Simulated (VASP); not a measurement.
Write the native input for VASP 6.6.1 that does the following.

```
Task                   : single point
Functional             : PBE
Potentials or basis    : VASP PAW PBE potentials, release 64 (Bi_d, O)
Cutoff                 : 520 eV
k mesh                 : 10 × 10 × 10
Occupations            : gaussian, width 0.1 eV
Spin                   : no spin polarisation
Dipole correction      : no
Further INCAR settings : ALGO = Fast; EDIFF = 1e-07; NBANDS = 41
```

The structure of Bi4O lies in POSCAR:

```
Bi4O
1.0
   -4.2960166715      4.2960166715      2.0867284237
    4.2960166715     -4.2960166715      2.0867284237
    4.2960166715      4.2960166715     -2.0867284237
Bi O
4 1
Direct
    0.0000000000      0.7114000638      0.7114000638
    0.0000000000      0.2885999362      0.2885999362
    0.7114000638      0.0000000000      0.7114000638
    0.2885999362      0.0000000000      0.2885999362
    0.0000000000      0.0000000000      0.0000000000
```

The cell was generated, and may not be a known phase.

One way to write it, as run:

INCAR

```
PREC = Accurate
ENCUT = 520
EDIFF = 1E-7
ISMEAR = 0
SIGMA = 0.1
LREAL = False
LASPH = True
NELM = 60
ALGO = Fast
ISIF = 2
LWAVE = False
LCHARG = False
GGA = PE
NBANDS = 41
```

KPOINTS

```
Automatic mesh
0
Gamma
  10 10 10
```

Potentials or basis: VASP PAW PBE potentials, release 64 (Bi_d, O).

Run with:

```sh
$ cat potpaw_PBE.64/Bi_d/POTCAR potpaw_PBE.64/O/POTCAR > POTCAR
$ mpirun -np 1 vasp_std > vasp.out
```

Results of the run:

```
Pressure               : -0.1 GPa
Largest force          : 0.013 eV/Å
Band gap on the k mesh : zero (bands 33 and 34 overlap by 1.16 eV)
```

Caveat: spin-orbit coupling is left out, which moves the levels of the heavy elements.

Run time: 28 min on 1 thread of Oxide Virtual Turin-like Processor, with other jobs on the host, peak memory 0.62 GiB.
